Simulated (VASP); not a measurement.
# AlN (R-3m) in VASP: further runs

AlN is run at these levels: PBE; tasks: single point.

All numbers are computed with VASP 6.6.1; they aren't measurements. Logs are shortened: lines on timing, memory, paths and dates and some standing lists are left out, and cuts for length are marked.

**1. The cell of the first run**

Symmetry: R-3m, No. 166, trigonal system. The conventional cell has a = 2.284 Å, b = 2.284 Å, c = 11.188 Å, α = 90.00°, β = 90.00°, γ = 120.00°. Al (site symmetry -3m) has 6 Al at 2.28 Å and 6 N at 2.28 Å within 3.0 Å. Within 3.0 Å of N (site symmetry -3m) lie 6 N at 2.28 Å and 6 Al at 2.28 Å.

**2. Single point, PBE**

INCAR reads:

```
SYSTEM = AlN
PREC = Accurate ; ENCUT = 520
EDIFF = 1E-6 ; ISMEAR = 0
SIGMA = 0.05 ; LREAL = .False.
LASPH = .True. ; NELM = 80
ALGO = Normal ; ISIF = 2
LWAVE = .False. ; LCHARG = .True.
GGA = PE ; LELF = .True.
LVHAR = .True. ; NBANDS = 11
```

KPOINTS reads:

```
regular mesh
0
Gamma
  10 10 10
  0 0 0
```

POSCAR reads:

```
AlN
1.0
    1.0765320045      2.6913300112      2.6913300112
    2.6913300112      1.0765320045      2.6913300112
    2.6913300112      2.6913300112      1.0765320045
Al N
1 1
Direct
    0.5000000000      0.5000000000      0.5000000000
    0.0000000000      0.0000000000      0.0000000000
```

Potentials or basis: VASP PAW PBE potentials, release 64 (Al, N).

Run with:

```console
$ cat potpaw_PBE.64/Al/POTCAR potpaw_PBE.64/N/POTCAR > POTCAR
$ mpirun -np 1 vasp_std > vasp.out
```

OUTCAR:

```text
SYSTEM = AlN
   PREC = Accurate
   ENCUT = 520
   EDIFF = 1E-6
   ISMEAR = 0
   LREAL = .False.
   LASPH = .True.
   NELM = 80
   ISIF = 2
   GGA = PE

 ion  position               nearest neighbor table
   1  0.500  0.500  0.500-   2 2.28   2 2.28   2 2.28   2 2.28   2 2.28   2 2.28
   2  0.000  0.000  0.000-   1 2.28   1 2.28   1 2.28   1 2.28   1 2.28   1 2.28

  LATTYP: Found a trigonal (rhomboedric) cell.
 ALAT       =     3.9554311541
 COS(alpha) =     0.8333333333

  Lattice vectors:

 A1 = (   1.0765320045,   2.6913300112,   2.6913300112)
 A2 = (   2.6913300112,   1.0765320045,   2.6913300112)
 A3 = (   2.6913300112,   2.6913300112,   1.0765320045)

Analysis of symmetry for initial positions (statically):
=====================================================================
 Subroutine PRICEL returns:
 Original cell was already a primitive cell.

 Routine SETGRP: Setting up the symmetry group for a
 trigonal (rhombohedral) supercell.

 Subroutine GETGRP returns: Found 12 space group operations
 (whereof 12 operations were pure point group operations)
 out of a pool of 12 trial point group operations.

The static configuration has the point symmetry D_3d.

Analysis of symmetry for dynamics (positions and initial velocities):
=====================================================================
 Subroutine PRICEL returns:
 Original cell was already a primitive cell.

 Routine SETGRP: Setting up the symmetry group for a
 trigonal (rhombohedral) supercell.

 Subroutine GETGRP returns: Found 12 space group operations
 (whereof 12 operations were pure point group operations)
 out of a pool of 12 trial point group operations.

The dynamic configuration has the point symmetry D_3d.

 Subroutine INISYM returns: Found 12 space group operations
 (whereof 12 operations are pure point group operations),
 and found     1 'primitive' translations

----------------------------------------------------------------------------------------

                                     Primitive cell

  volume of cell :      16.8428

  direct lattice vectors                    reciprocal lattice vectors
     1.076532004  2.691330011  2.691330011    -0.361242292  0.258030209  0.258030209
     2.691330011  1.076532004  2.691330011     0.258030209 -0.361242292  0.258030209
     2.691330011  2.691330011  1.076532004     0.258030209  0.258030209 -0.361242292

  length of vectors
     3.955431154  3.955431154  3.955431154     0.513473632  0.513473632  0.513473632

  position of ions in fractional coordinates (direct lattice)
     0.500000000  0.500000000  0.500000000
     0.000000000  0.000000000  0.000000000

  ion indices of the primitive-cell ions
   primitive index   ion index
                 1           1
                 2           2

----------------------------------------------------------------------------------------

 KPOINTS: regular mesh

Automatic generation of k-mesh.
 Grid dimensions read from file:
 generate k-points for:   10   10   10

 Generating k-lattice:

  Cartesian coordinates                     Fractional coordinates (reciprocal lattice)
    -0.036124229  0.025803021  0.025803021     0.100000000 -0.000000000 -0.000000000
     0.025803021 -0.036124229  0.025803021    -0.000000000  0.100000000 -0.000000000
     0.025803021  0.025803021 -0.036124229    -0.000000000 -0.000000000  0.100000000

  Length of vectors
     0.051347363  0.051347363  0.051347363

  Shift w.r.t. Gamma in fractional coordinates (k-lattice)
     0.000000000  0.000000000  0.000000000

 Subroutine IBZKPT returns following result:
 ===========================================

 Found    116 irreducible k-points:

 Following reciprocal coordinates:
            Coordinates               Weight
  0.000000  0.000000  0.000000      1.000000
  0.100000  0.000000  0.000000      6.000000
  0.200000  0.000000  0.000000      6.000000
  0.300000 -0.000000 -0.000000      6.000000
  0.400000 -0.000000 -0.000000      6.000000
  0.500000 -0.000000 -0.000000      3.000000
[... 16 lines left out ...]
  0.300000  0.300000  0.000000      6.000000
  0.400000  0.300000 -0.000000     12.000000
 [... further k-points ...]
   k-points           NKPTS =    116   k-points in BZ     NKDIM =    116   number of bands    NBANDS=     11
   number of dos      NEDOS =    301   number of ions     NIONS =      2
   total plane-waves  NPLWV =  27000
   dimension x,y,z NGX =    30 NGY =   30 NGZ =   30
   dimension x,y,z NGXF=    60 NGYF=   60 NGZF=   60
   ions per type =               1   1
   NGX,Y,Z   is equivalent  to a cutoff of  12.61, 12.61, 12.61 a.u.
   NGXF,Y,Z  is equivalent  to a cutoff of  25.22, 25.22, 25.22 a.u.
 SYSTEM =  AlN
   PREC   = accura    normal or accurate (medium, high low for compatibility)
   ISTART =      0    job   : 0-new  1-cont  2-samecut
   ICHARG =      2    charge: 1-file 2-atom 10-const
   ISPIN  =      1    spin polarized calculation?
   LNONCOLLINEAR =      F non collinear calculations
   LSORBIT =      F    spin-orbit coupling
   LASPH  =      T    aspherical Exc in radial PAW
   ENCUT  =  520.0 eV  38.22 Ry    6.18 a.u.   7.35  7.35  7.35*2*pi/ulx,y,z
   NELM   =     80;   NELMIN=  2; NELMDL= -5     # of ELM steps
   EDIFF  = 0.1E-05   stopping-criterion for ELM
   LREAL  =      F    real-space projection
   EDIFFG = 0.1E-04   stopping-criterion for IOM
   NSW    =      0    number of steps for IOM
   IBRION =     -1    ionic relax: 0-MD 1-quasi-New 2-CG
   NFREE  =      0    steps in history (QN), initial steepest desc. (CG)
   ISIF   =      2    stress and relaxation
   ISYM   =      2    0-nonsym 1-usesym 2-fastsym
   POTIM  = 0.5000    time-step for ionic-motion
   TEBEG  =    0.0;   TEEND  =   0.0 temperature during run
   PSTRESS=    0.0 pullay stress
   NELECT =       8.0000    total number of electrons
   NUPDOWN=      -1.0000    fix difference up-down
   EMIN   =  10.00;   EMAX   =-10.00  energy-range for DOS
   EFERMI =   0.00;   METHOD = LEGACY
   ISMEAR =     0;   SIGMA  =   0.05  broadening in eV -4-tet -1-fermi 0-gaus
   EFERMI_NEDOS =   21; number of points for ismear=-14 and -15
   IALGO  =     38    algorithm
   IMIX   =      4    mixing-type and parameters
     AMIX     =   0.40;   BMIX     =  1.00
     AMIX_MAG =   1.60;   BMIX_MAG =  1.00
  volume/ion in A,a.u.               =       8.42        56.83
  Fermi-wavevector in a.u.,A,eV,Ry     =   1.277321  2.413786 22.198561  1.631548
  Thomas-Fermi vector in A             =   2.409927
   LORBIT       =      0    0 simple, 1 ext, 2 COOP (PROOUT), +10 PAW based schemes
   GGA     = PE    functional components
   LHFCALC =     F    Hartree Fock is set to
   AEXX    =    0.0000 exact exchange contribution
   IVDW    =     0    specifies the selected vdW correction
   LEPSILON=     F    determine dielectric tensor
   LRPA    =     F    only Hartree local field effects (RPA)
 non-spin polarized calculation
 Gauss-broadening in eV      SIGMA  =   0.05
  energy-cutoff  :      520.00
  volume of cell :       16.84
 maximum number of plane-waves:       487
 NGX is ok and might be reduce to    30

 number of electron       8.0000000 magnetization

 Free energy of the ion-electron system (eV)
  ---------------------------------------------------
  ext. energy  EPLUGINS =         0.00000000
  ---------------------------------------------------
  free energy    TOTEN  =        -7.72083025 eV

  energy without entropy =       -7.71911118  energy(sigma->0) =       -7.71997071

 E-fermi :  11.2301     XC(G=0): -12.4436

 val. band max:       11.2269673194   @ k =   0.4000   0.3000  -0.0000
 cond. band min:      11.2622642870   @ k =  -0.2000   0.2000   0.1000
 fundamental gap:      0.0352969676
 Fermi energy:        11.2300546841

 k-point     1 :       0.0000    0.0000    0.0000
  band No.  band energies     occupation
      1      -7.7760      2.00000
      2       3.1409      2.00000
      3       3.3555      2.00000
      4      13.8473      0.00000
      5      13.8473      0.00000
      6      21.9310      0.00000
      7      27.2432      0.00000
      8      29.1223      0.00000
      9      29.1223      0.00000
     10      35.1519      0.00000
     11      35.3505      0.00000

 k-point     2 :       0.1000    0.0000    0.0000
  band No.  band energies     occupation
      1      -7.4646      2.00000
      2       2.9926      2.00000
      3       4.1264      2.00000
      4      12.9305      0.00000
      5      13.6155      0.00000
      6      21.5022      0.00000
      7      26.3707      0.00000
      8      27.4940      0.00000
      9      28.6265      0.00000
     10      32.8658      0.00000
     11      34.5782      0.00000

 k-point     3 :       0.2000    0.0000    0.0000
  band No.  band energies     occupation
      1      -6.5506      2.00000
      2       3.3801      2.00000
      3       5.5373      2.00000
      4      10.6190      2.00000
      5      13.0485      0.00000
      6      19.6514      0.00000
      7      23.5426      0.00000
      8      27.5929      0.00000
      9      27.5977      0.00000
     10      29.4799      0.00000
     11      32.7665      0.00000

 k-point     4 :       0.3000   -0.0000   -0.0000
  band No.  band energies     occupation
      1      -5.1091      2.00000
      2       4.3240      2.00000
      3       7.0560      2.00000
      4       7.9585      2.00000
      5      12.4144      0.00000
      6      16.7136      0.00000
      7      21.8279      0.00000
      8      26.5336      0.00000
      9      26.6216      0.00000
     10      27.6117      0.00000
     11      29.9557      0.00000
[... 239 lines left out ...]
 k-point    22 :      -0.2000    0.2000    0.0000
  band No.  band energies     occupation
      1      -4.3580      2.00000
      2       6.0511      2.00000
      3       6.4117      2.00000
      4       8.1069      2.00000
      5      10.3438      2.00000
      6      15.4682      0.00000
      7      21.4701      0.00000
      8      22.3055      0.00000
      9      27.4664      0.00000
     10      29.2365      0.00000
     11      31.8085      0.00000

 k-point    23 :       0.3000    0.3000    0.0000
  band No.  band energies     occupation
      1      -4.9763      2.00000
      2       3.0287      2.00000
      3       7.5945      2.00000
      4       9.4485      2.00000
      5      12.3768      0.00000
      6      15.7874      0.00000
      7      21.7115      0.00000
      8      24.6335      0.00000
      9      27.6566      0.00000
     10      28.3750      0.00000
     11      33.3930      0.00000

 k-point    24 :       0.4000    0.3000   -0.0000
  band No.  band energies     occupation
      1      -3.9043      2.00000
      2       3.7210      2.00000
      3       6.4383      2.00000
      4      10.5932      2.00000
      5      11.2270      1.06959
      6      14.3513      0.00000
      7      21.2803      0.00000
      8      22.8794      0.00000
      9      26.6682      0.00000
     10      28.5909      0.00000
     11      30.6646      0.00000

 [... further k-points ...]
[... 5 lines left out ...]
  --------------------------------------------------------------------------------------
  -------------------------------------------------------------------------------------
  Total        6.7909295      6.7909295      6.7909295     -4.1290997     -4.1290997     -4.1290997
  in kB      645.9891127    645.9891127    645.9891127   -392.7817941   -392.7817941   -392.7817941
  external PRESSURE =     645.9891127 kB  Pullay stress =       0.0000000 kB

 VOLUME and BASIS-vectors are now :
 -----------------------------------------------------------------------------
  energy-cutoff  :      520.00
  volume of cell :       16.84
      direct lattice vectors                 reciprocal lattice vectors
     1.076532004  2.691330011  2.691330011    -0.361242292  0.258030209  0.258030209
     2.691330011  1.076532004  2.691330011     0.258030209 -0.361242292  0.258030209
     2.691330011  2.691330011  1.076532004     0.258030209  0.258030209 -0.361242292

 POSITION                                       TOTAL-FORCE (eV/Angst)
 -----------------------------------------------------------------------------------
      3.22960      3.22960      3.22960         0.000000     -0.000000     -0.000000
      0.00000      0.00000      0.00000        -0.000000      0.000000      0.000000
 -----------------------------------------------------------------------------------
    total drift:                                0.000000      0.000000      0.000000

  FREE ENERGIE OF THE ION-ELECTRON SYSTEM (eV)
  ---------------------------------------------------
  free  energy   TOTEN  =        -7.7208302458 eV

  energy  without entropy=       -7.7191111751  energy(sigma->0) =       -7.71997071
```

Wall time 36 s (1 thread of Intel Xeon Platinum 8259CL at 2.50GHz (Skylake/Cascade Lake), shared host); peak memory 0.17 GiB.

Results:

| Quantity | Value |
| --- | --- |
| Free energy | -7.7208 eV |
| Pressure | 64.6 GPa |
| Band gap on the k mesh | zero (band 4 reaches 13.85 eV, above the bottom of band 5 at 9.49 eV) |

Levels at points of the mesh, in eV from the Fermi level:
| k point | band 1 | band 2 | band 3 | band 4 | band 5 | band 6 | band 7 | band 8 |
| --- | --- | --- | --- | --- | --- | --- | --- | --- |
| (0.00, 0.00, 0.00) | -19.01 | -8.09 | -7.87 | 2.62 | 2.62 | 10.70 | 16.01 | 17.89 |
| (0.50, 0.00, 0.00) | -13.57 | -8.00 | -4.39 | -2.33 | 0.54 | 3.04 | 7.18 | 13.67 |
| (0.50, 0.50, 0.00) | -13.39 | -7.90 | -5.92 | -0.80 | 0.49 | 2.56 | 9.12 | 11.39 |
| (0.50, 0.50, 0.50) | -18.23 | -13.06 | 0.11 | 2.56 | 2.56 | 5.12 | 17.79 | 18.68 |

**3. Single point, PBE**

This run uses another cell than the first one, of the same volume but with other edges.

INCAR reads:

```
  PREC = Accurate
  ENCUT = 520
  EDIFF = 1E-6
  ISMEAR = 0
  SIGMA = 0.05
  LREAL = F
  LASPH = T
  NELM = 60
  ALGO = Normal
  ISIF = 2
  LWAVE = F
  LCHARG = F
  GGA = PE
  NBANDS = 11
```

KPOINTS reads:

```
regular mesh
0
Gamma
  10 10 10
```

POSCAR reads:

```
AlN
1.0
   -0.4409088598      1.8396542082      1.8396542082
    1.8396542082     -0.4409088598      1.8396542082
    1.8396542082      1.8396542082     -0.4409088598
Al N
1 1
Direct
    0.5000000000      0.5000000000      0.5000000000
    0.0000000000      0.0000000000      0.0000000000
```

Potentials or basis: VASP PAW PBE potentials, release 64 (Al, N).

Run with:

```console
$ cat potpaw_PBE.64/Al/POTCAR potpaw_PBE.64/N/POTCAR > POTCAR
$ mpirun -np 1 vasp_std > vasp.out
```

Wall time 12 s (1 thread of Intel Xeon Platinum 8259CL at 2.50GHz (Skylake/Cascade Lake), shared host); peak memory 0.13 GiB.

Results (log left out):

- Free energy: -12.8138 eV
- Pressure: 6.3 GPa
- Band gap on the k mesh: zero (band 4 reaches 11.46 eV, above the bottom of band 5 at 11.42 eV)

Stress tensor (GPa, compression positive):
```
 6.30 35.05 35.05
35.05  6.30 35.05
35.05 35.05  6.30
```

Levels at points of the mesh, in eV from the Fermi level:
| k point | band 2 | band 3 | band 4 | band 5 | band 6 | band 7 |
| --- | --- | --- | --- | --- | --- | --- |
| (0.00, 0.00, 0.00) | -2.21 | -2.21 | 0.07 | 2.17 | 7.50 | 7.50 |
| (0.50, 0.00, 0.00) | -10.33 | -2.15 | -0.44 | 4.54 | 9.00 | 9.84 |
| (0.50, 0.50, 0.00) | -8.46 | -6.20 | -1.27 | 0.02 | 7.69 | 9.86 |
| (0.50, 0.50, 0.50) | -7.22 | -4.27 | -4.27 | 0.88 | 4.62 | 4.62 |

(Part 1 of 2 ends here.)
